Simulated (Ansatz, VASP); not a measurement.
**Two plane-wave programs on Al2Cu**

```
Al Cu
1.0
    -2.87485    2.87485    2.31920
     2.87485   -2.87485    2.31920
     2.87485    2.87485   -2.31920
Al Cu
4 2
Direct
  0.15872 0.65872 0.81744
  0.65872 0.84128 0.50000
  0.84128 0.34128 0.18256
  0.34128 0.15872 0.50000
  0.75000 0.75000 0.00000
  0.25000 0.25000 0.00000
```

Alike in both runs: task single point; functional PBE; k mesh 10 × 10 × 10; occupations gaussian, width 0.15 eV; no spin polarisation.

|  | VASP | Ansatz |
| --- | --- | --- |
| version | VASP 6.6.1 | Ansatz 0.2.0 |
| potentials or method | VASP PAW PBE potentials, release 64 (Al, Cu), cutoff 520 eV | scalar-relativistic, plane waves, PAW |
| valence electrons in the cell | 34 | 50 |

```tsv
	VASP	Ansatz	Ansatz less VASP
gap on the k mesh at the Fermi level (eV)	none	none	-
pressure (GPa)	21.6	21.8	+0.26
traceless stress, the component that is largest in VASP (GPa)	0.19	0.13	-0.055
rms of the force components (eV/Å)	0.063	0.062	-0.0011
```

Atom by atom the forces differ by 0.001 eV/Å (rms over components). A gap of «none» marks a metal or a gap that the smearing closes. VASP's potentials hold 34 valence electrons a cell and Ansatz's 50, so a difference there can come from the potentials and not from the codes.
